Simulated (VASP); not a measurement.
Input of a VASP 6.6.1 run:

Contents of INCAR:

```
SYSTEM = Ge
PREC     = Accurate       ! precision mode
ENCUT    = 520            ! plane-wave cutoff, eV
EDIFF    = 1E-6           ! SCF threshold, eV
ISMEAR   = 0              ! smearing method
SIGMA    = 0.01           ! smearing width, eV
LREAL    = .False.        ! projectors in reciprocal space
LASPH    = .True.         ! aspherical terms in the spheres
NELM     = 80             ! most SCF steps
ALGO     = Normal         ! electronic algorithm
ISIF     = 2              ! what is computed and relaxed
LWAVE    = .False.        ! write WAVECAR
LCHARG   = .True.         ! write CHGCAR
GGA      = PS             ! functional
LELF     = .True.         ! ELF
LVHAR    = .True.       
NBANDS   = 36             ! bands
```

KPOINTS

```
regular mesh
0
Gamma
  10 10 6
  0 0 0
```

Contents of POSCAR:

```
Ge
1.0
    3.9980861047      0.0000000000      0.0000000000
   -1.9990430524      3.4624441332      0.0000000000
    0.0000000000      0.0000000000      6.5898031522
Ge
4
Direct
    0.3333333333      0.6666666667      0.0627763685
    0.6666666667      0.3333333333      0.5627763685
    0.6666666667      0.3333333333      0.9372236315
    0.3333333333      0.6666666667      0.4372236315
```

Potentials or basis: VASP PAW PBE potentials, release 64 (Ge_d).

Command:

```console
$ cat potpaw_PBE.64/Ge_d/POTCAR > POTCAR
$ mpirun -np 1 vasp_std > vasp.out
```

(1) What does it give for the band gap on the k mesh?

(2) Predict the pressure.

## Answers

(1) zero (bands 28 and 29 overlap by 0.04 eV).

(2) -0.1 GPa.

Caveat: semilocal functionals underestimate gaps, so a narrow gap can read as zero; the PAW data sets were made with another functional, which shifts forces and pressure a little.
